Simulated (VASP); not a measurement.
Set up this calculation in VASP 6.6.1, as the native input.

```
Task                   : single point
Functional             : PBE
Potentials or basis    : VASP PAW PBE potentials, release 64 (Mg, O)
Cutoff                 : 520 eV
k mesh                 : 9 × 9 × 6
Occupations            : gaussian, width 0.05 eV
Spin                   : no spin polarisation
Dipole correction      : no
Further INCAR settings : ALGO = Normal; EDIFF = 1e-06; NBANDS = 16
```

The structure of MgO lies in POSCAR:

```
MgO
1.0
    3.4466435009      0.0000000000      0.0000000000
   -1.7233217505      2.9848808296      0.0000000000
    0.0000000000      0.0000000000      4.4958017826
Mg O
2 2
Direct
    0.6666666667      0.3333333333      0.7500000000
    0.3333333333      0.6666666667      0.2500000000
    0.6666666667      0.3333333333      0.2500000000
    0.3333333333      0.6666666667      0.7500000000
```

This cell differs from its parent crystal: volume 11.563 Å^3 an atom, c/a of the conventional cell 1.3044.

These files were run (other wordings do the same):

INCAR

```
ALGO = Normal
EDIFF = 1E-6
ENCUT = 520
GGA = PE
ISIF = 2
ISMEAR = 0
LASPH = T
LCHARG = F
LREAL = F
LWAVE = F
NBANDS = 16
NELM = 100
PREC = Accurate
SIGMA = 0.05
```

KPOINTS

```
k-points
0
Gamma
  9 9 6
```

Potentials or basis: VASP PAW PBE potentials, release 64 (Mg, O).

Command:

```sh
$ cat potpaw_PBE.64/Mg/POTCAR potpaw_PBE.64/O/POTCAR > POTCAR
$ mpirun -np 1 vasp_std > vasp.out
```

Results of the run:

| Item | Value |
| --- | --- |
| Pressure | -1.3 GPa |
| Band gap on the k mesh | 3.07 eV, direct |

Run time: 48 s on 1 thread of AMD EPYC 7R13, on a shared host, peak memory 0.16 GiB.
